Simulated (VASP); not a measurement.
Set up this calculation in VASP 6.6.1, as the native input.

```
Task                   : single point
Functional             : LDA
Potentials or basis    : VASP PAW LDA potentials, release 64 (Ti_sv, O)
Cutoff                 : 520 eV
k mesh                 : 11 × 11 × 6
Occupations            : fermi-dirac, width 0.1 eV
Spin                   : no spin polarisation
Dipole correction      : no
Further INCAR settings : ALGO = Normal; EDIFF = 1e-07; NBANDS = 22
```

The structure of Ti2O lies in POSCAR:

```
Ti2O
1.0
    2.9578175635      0.0000000000      0.0000000000
   -1.4789087818      2.5615451459      0.0000000000
    0.0000000000      0.0000000000      4.7750202702
Ti O
2 1
Direct
    0.6666666667      0.3333333333      0.2787400000
    0.3333333333      0.6666666667      0.7212600000
    0.0000000000      0.0000000000      0.0000000000
```

The input as run:

INCAR

```
  PREC = Accurate
  ENCUT = 520
  EDIFF = 1E-7
  ISMEAR = -1
  SIGMA = 0.1
  LREAL = F
  LASPH = T
  NELM = 60
  ALGO = Normal
  ISIF = 2
  LWAVE = F
  LCHARG = F
  GGA = CA
  NBANDS = 22
```

KPOINTS

```
regular mesh
0
Gamma
  11 11 6
```

Potentials or basis: VASP PAW LDA potentials, release 64 (Ti_sv, O).

Run with:

```console
$ cat potpaw_LDA.64/Ti_sv/POTCAR potpaw_LDA.64/O/POTCAR > POTCAR
$ mpirun -np 1 vasp_std > vasp.out
```

Results of the run:

```json
{"Pressure": "-8.7 GPa", "Largest force": "1.391 eV/Å", "Band gap on the k mesh": "zero (band 15 reaches 10.10 eV, above the bottom of band 16 at 9.33 eV)"}
```

Caveat: forces of over 1 eV/Å act on the atoms, so gaps and moduli don't describe the material at rest.

It took 55 s on 1 thread of Intel(R) Xeon(R) Platinum 8375C CPU @ 2.90GHz (Ice Lake), on a shared host, peak memory 0.17 GiB.
